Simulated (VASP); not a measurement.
# Al2O3 (P-6m2) in VASP: notebook, part 2 of 2

VASP 6.6.1. Earlier steps stand in the parts before.

**3. Single point, PBE+D3(BJ) (atoms shifted along a free coordinate)**

Input file INCAR:

```
SYSTEM = Al2O3
  PREC = Accurate
  ENCUT = 520
  EDIFF = 1E-6
  ISMEAR = 0
  SIGMA = 0.05
  LREAL = .False.
  LASPH = .True.
  NELM = 80
  ALGO = Normal
  ISIF = 2
  LWAVE = .False.
  LCHARG = .True.
  GGA = PE
  IVDW = 12
  LELF = .True.
  LVHAR = .True.
  NBANDS = 20
```

Input file KPOINTS:

```
regular mesh
0
Gamma
  9 9 4
  0 0 0
```

Input file POSCAR:

```
Al2O3
1.0
    2.8414820084      0.0000000000      0.0000000000
   -1.4207410042      2.4607956037      0.0000000000
    0.0000000000      0.0000000000      7.2308043812
Al O
2 3
Direct
    0.0000000000      0.0000000000      0.1907358529
    0.0000000000      0.0000000000      0.8092641471
    0.3333333333      0.6666666667      0.3046509742
    0.6666666667      0.3333333333      0.0000000000
    0.3333333333      0.6666666667      0.6953490258
```

Potentials or basis: VASP PAW PBE potentials, release 64 (Al, O).

On the command line:

```sh
cat potpaw_PBE.64/Al/POTCAR potpaw_PBE.64/O/POTCAR > POTCAR
mpirun -np 1 vasp_std > vasp.out
```

Wall time 54 s (1 thread of Intel Xeon 8259CL, shared host); peak memory 0.2 GiB.

Results (log left out):

- Free energy: -36.9774 eV
- Pressure: -5.1 GPa
- Largest force: 2.377 eV/Å
- Band gap on the k mesh: 3.90 eV (least direct gap 3.99 eV)
- Dispersion energy per atom: -0.199 eV

Forces on the atoms (eV/Å):
```
Al   0.000  0.000  2.369
Al   0.000  0.000 -2.369
O    0.000  0.000 -2.377
O    0.000  0.000  0.000
O    0.000  0.000  2.377
```

Stress tensor (GPa, compression positive):
```
-2.86  0.00  0.00
 0.00 -2.86  0.00
 0.00  0.00 -9.61
```

Levels at points of the mesh, in eV from the valence-band top:
```tsv
k point	band 10	band 11	band 12	band 13	band 14	band 15
(0.00, 0.00, 0.00)	-0.63	-0.63	-0.09	3.90	7.54	8.31
(0.00, 0.00, 0.50)	-0.73	-0.57	-0.57	4.37	7.39	8.14
```

Caveat: the cell differs from its parent crystal (atoms shifted along a free coordinate); the cell stands under tension; an odd mesh through Γ misses points on the zone boundary, where band edges can lie; forces of over 1 eV/Å act on the atoms, so gaps and moduli don't describe the material at rest.

**4. Single point, PBE+D3(BJ) (atoms shifted along a free coordinate)**

Input file INCAR:

```
ALGO     = Normal         # electronic algorithm
EDIFF    = 1E-6           # SCF threshold, eV
ENCUT    = 520            # plane-wave cutoff, eV
GGA      = PE             # functional
ISIF     = 2              # what is computed and relaxed
ISMEAR   = 0              # smearing method
IVDW     = 12             # dispersion correction
LASPH    = T              # aspherical terms in the spheres
LCHARG   = F              # write CHGCAR
LREAL    = F              # projectors in reciprocal space
LWAVE    = F              # write WAVECAR
NBANDS   = 20             # bands
NELM     = 100            # most SCF steps
PREC     = Accurate       # precision mode
SIGMA    = 0.05           # smearing width, eV
```

Input file KPOINTS:

```
k-points
0
Gamma
  9 9 4
```

Changes to POSCAR since step 3:

```diff
@@ -10,4 +10,4 @@
     0.0000000000      0.0000000000      0.8092641471
-    0.3333333333      0.6666666667      0.3046509742
+    0.3333333333      0.6666666667      0.2977981479
     0.6666666667      0.3333333333      0.0000000000
-    0.3333333333      0.6666666667      0.6953490258
+    0.3333333333      0.6666666667      0.7022018521
```

On the command line:

```sh
cat potpaw_PBE.64/Al/POTCAR potpaw_PBE.64/O/POTCAR > POTCAR
mpirun -np 1 vasp_std > vasp.out
```

It took 52 s on 1 thread of Intel Xeon 8259CL, shared host; peak memory 0.2 GiB.

It converged, with:

```
Free energy                : -37.1701 eV
Pressure                   : -1.9 GPa
Largest force              : 1.584 eV/Å
Band gap on the k mesh     : 4.25 eV (least direct gap 4.32 eV)
Dispersion energy per atom : -0.199 eV
```

Forces on the atoms (eV/Å):
```
Al   0.000  0.000  1.584
Al   0.000  0.000 -1.584
O    0.000  0.000 -1.508
O    0.000  0.000  0.000
O    0.000  0.000  1.508
```

Stress tensor (GPa, compression positive):
```
-0.33  0.00  0.00
 0.00 -0.33  0.00
 0.00  0.00 -5.15
```

Levels at points of the mesh, in eV from the valence-band top:
```
           k point  band 9  band 10  band 11  band 12  band 13  band 14  band 15  band 16
(0.00, 0.00, 0.00)   -0.88    -0.76    -0.76    -0.08     4.25     7.66     8.51    12.67
(0.00, 0.00, 0.50)   -0.93    -0.93    -0.72    -0.72     4.69     7.50     8.28    12.55
```

Caveat: the cell differs from its parent crystal (atoms shifted along a free coordinate); an odd mesh through Γ misses points on the zone boundary, where band edges can lie; forces of over 1 eV/Å act on the atoms, so gaps and moduli don't describe the material at rest.

**5. Single point, PBE+D3(BJ) (atoms shifted along a free coordinate)**

Input file INCAR:

```
SYSTEM = Al2O3
ALGO     = Normal         ! electronic algorithm
EDIFF    = 1E-6           ! SCF threshold, eV
ENCUT    = 520            ! plane-wave cutoff, eV
GGA      = PE             ! functional
ISIF     = 2              ! what is computed and relaxed
ISMEAR   = 0              ! smearing method
IVDW     = 12             ! dispersion correction
LASPH    = .TRUE.         ! aspherical terms in the spheres
LCHARG   = .FALSE.        ! write CHGCAR
LREAL    = .FALSE.        ! projectors in reciprocal space
LWAVE    = .FALSE.        ! write WAVECAR
NBANDS   = 20             ! bands
NELM     = 100            ! most SCF steps
PREC     = Accurate       ! precision mode
SIGMA    = 0.05           ! smearing width, eV
```

Input file KPOINTS:

```
k-points
0
G
  9 9 4
  0 0 0
```

Changes to POSCAR since step 4:

```diff
@@ -10,4 +10,4 @@
     0.0000000000      0.0000000000      0.8092641471
-    0.3333333333      0.6666666667      0.2977981479
+    0.3333333333      0.6666666667      0.2840924954
     0.6666666667      0.3333333333      0.0000000000
-    0.3333333333      0.6666666667      0.7022018521
+    0.3333333333      0.6666666667      0.7159075046
```

Potentials or basis: VASP PAW PBE potentials, release 64 (Al, O).

On the command line:

```sh
cat potpaw_PBE.64/Al/POTCAR potpaw_PBE.64/O/POTCAR > POTCAR
mpirun -np 1 vasp_std > vasp.out
```

OUTCAR:

```text
SYSTEM = Al2O3
   EDIFF = 1E-6
   ENCUT = 520
   GGA = PE
   ISIF = 2
   ISMEAR = 0
   IVDW = 12
   LASPH = .TRUE.
   LREAL = .FALSE.
   NELM = 100
   PREC = Accurate
 IVDW          = 12

 ion  position               nearest neighbor table
   1  0.000  0.000  0.191-   3 1.77   3 1.77   3 1.77   4 2.14   4 2.14   4 2.14   2 2.76
   2  0.000  0.000  0.809-   5 1.77   5 1.77   5 1.77   4 2.14   4 2.14   4 2.14   1 2.76
[... 763 lines left out ...]
  Direction    XX          YY          ZZ          XY          YZ          ZX
  --------------------------------------------------------------------------------------
  -------------------------------------------------------------------------------------
  Total       2.02040     2.02040     1.06893     0.00000    -0.00000    -0.00000
  in kB      64.02361    64.02361    33.87288     0.00000    -0.00000    -0.00000
  external pressure =       53.97 kB  Pullay stress =        0.00 kB

 VOLUME and BASIS-vectors are now :
 -----------------------------------------------------------------------------
  energy-cutoff  :      520.00
  volume of cell :       50.56
      direct lattice vectors                 reciprocal lattice vectors
     2.841482008  0.000000000  0.000000000     0.351929028  0.203186319  0.000000000
    -1.420741004  2.460795604  0.000000000     0.000000000  0.406372638  0.000000000
     0.000000000  0.000000000  7.230804381     0.000000000  0.000000000  0.138297200

 POSITION                                       TOTAL-FORCE (eV/Angst)
 -----------------------------------------------------------------------------------
      0.00000      0.00000      1.37917        -0.000000      0.000000     -0.054951
      0.00000      0.00000      5.85163        -0.000000     -0.000000      0.054951
     -0.00000      1.64053      2.05422         0.000000      0.000000      0.302637
      1.42074      0.82027      0.00000         0.000000      0.000000      0.000000
     -0.00000      1.64053      5.17659         0.000000      0.000000     -0.302637
 -----------------------------------------------------------------------------------
    total drift:                                0.000000     -0.000000      0.000000

  FREE ENERGIE OF THE ION-ELECTRON SYSTEM (eV)
  ---------------------------------------------------
  free  energy   TOTEN  =       -37.2910305484 eV

  energy  without entropy=      -37.2910305484  energy(sigma->0) =      -37.29103055
```

stdout:

```text
POSCAR found type information on POSCAR AlO
 POSCAR found :  2 types and       5 ions
 scaLAPACK will be used
 LDA part: xc-table for (Slater+PW92), standard interpolation
 POSCAR, INCAR and KPOINTS ok, starting setup
 FFT: planning ... GRIDC
 FFT: planning ... GRID_SOFT
 FFT: planning ... GRID
 WAVECAR not read
 entering main loop
```

Wall time 56 s (1 thread of Intel Xeon 8259CL, shared host); peak memory 0.2 GiB.

Results:

```yaml
Free_energy: -37.2910 eV
Pressure: 5.4 GPa
Largest_force: 0.303 eV/Å
Band_gap_on_the_k_mesh: 4.80 eV (least direct gap 4.92 eV)
Dispersion_energy_per_atom: -0.200 eV
```

Forces in eV/Å, atoms in the order of the input:
```
Al   0.000  0.000 -0.055
Al   0.000  0.000  0.055
O    0.000  0.000  0.303
O    0.000  0.000  0.000
O    0.000  0.000 -0.303
```

Stress tensor (GPa, compression positive):
```
6.40 0.00 0.00
0.00 6.40 0.00
0.00 0.00 3.39
```

Caveat: the cell differs from its parent crystal (atoms shifted along a free coordinate); the cell stands under pressure; an odd mesh through Γ misses points on the zone boundary, where band edges can lie.

**6. Single point, PBE+D3(BJ) (atoms shifted along a free coordinate)**

Input file INCAR:

```
PREC = Accurate
ENCUT = 520
EDIFF = 1E-6
ISMEAR = 0
SIGMA = 0.05
LREAL = False
LASPH = True
NELM = 60
ALGO = Normal
ISIF = 2
LWAVE = False
LCHARG = False
GGA = PE
IVDW = 12
NBANDS = 20
```

Input file KPOINTS:

```
regular mesh
0
Gamma
  9 9 4
```

Changes to POSCAR since step 5:

```diff
@@ -10,4 +10,4 @@
     0.0000000000      0.0000000000      0.8092641471
-    0.3333333333      0.6666666667      0.2840924954
+    0.3333333333      0.6666666667      0.2703868429
     0.6666666667      0.3333333333      0.0000000000
-    0.3333333333      0.6666666667      0.7159075046
+    0.3333333333      0.6666666667      0.7296131571
```

Potentials or basis: VASP PAW PBE potentials, release 64 (Al, O).

On the command line:

```sh
cat potpaw_PBE.64/Al/POTCAR potpaw_PBE.64/O/POTCAR > POTCAR
mpirun -np 1 vasp_std > vasp.out
```

Wall time 45 s (1 thread of Intel Xeon 8259CL, shared host); peak memory 0.2 GiB.

It converged, with:

```
Free energy                : -37.0470 eV
Pressure                   : 13.9 GPa
Largest force              : 2.161 eV/Å
Band gap on the k mesh     : 5.09 eV (least direct gap 5.30 eV)
Dispersion energy per atom : -0.200 eV
```

Forces in eV/Å, atoms in the order of the input:
```
Al   0.000  0.000 -1.700
Al   0.000  0.000  1.700
O    0.000  0.000  2.161
O    0.000  0.000  0.000
O    0.000  0.000 -2.161
```

Stress tensor (GPa, compression positive):
```
15.36  0.00  0.00
 0.00 15.36  0.00
 0.00  0.00 10.88
```

Levels at points of the mesh, in eV from the valence-band top:
```tsv
k point	band 9	band 10	band 11	band 12	band 13	band 14	band 15	band 16
(0.00, 0.00, 0.00)	-2.03	-0.49	-0.49	-0.20	5.09	7.69	8.66	11.17
(0.00, 0.00, 0.50)	-2.05	-0.81	-0.49	-0.49	5.78	7.03	8.42	11.94
```

Caveat: the cell differs from its parent crystal (atoms shifted along a free coordinate); the cell stands under pressure; an odd mesh through Γ misses points on the zone boundary, where band edges can lie; forces of over 1 eV/Å act on the atoms, so gaps and moduli don't describe the material at rest.

**7. Overview**

| cell | gap on the mesh (eV) | pressure (GPa) | largest force (eV/Å) |
| --- | --- | --- | --- |
| as given, atomic positions A | 5.08 | 18.4 | 3.08 |
| as given, atomic positions B | 3.90 | -5.1 | 2.38 |
| as given, atomic positions C | 4.25 | -1.9 | 1.58 |
| as given, atomic positions D | 4.80 | 5.4 | 0.30 |
| as given, atomic positions E | 5.09 | 13.9 | 2.16 |

Alike in all rows: task single point; level PBE+D3(BJ); potentials or basis VASP PAW PBE potentials, release 64 (Al, O); no spin polarisation; k mesh 9 × 9 × 4; cutoff (eV) 520; smearing gaussian 0.05 eV.

Caveats: an odd mesh through Γ misses points on the zone boundary, where band edges can lie; forces of over 1 eV/Å act on the atoms, so gaps and moduli don't describe the material at rest (at least some runs); the cell stands under pressure (at least some runs); the cell stands under tension (at least some runs).

Absolute energies hang on the potentials; compare differences alone.
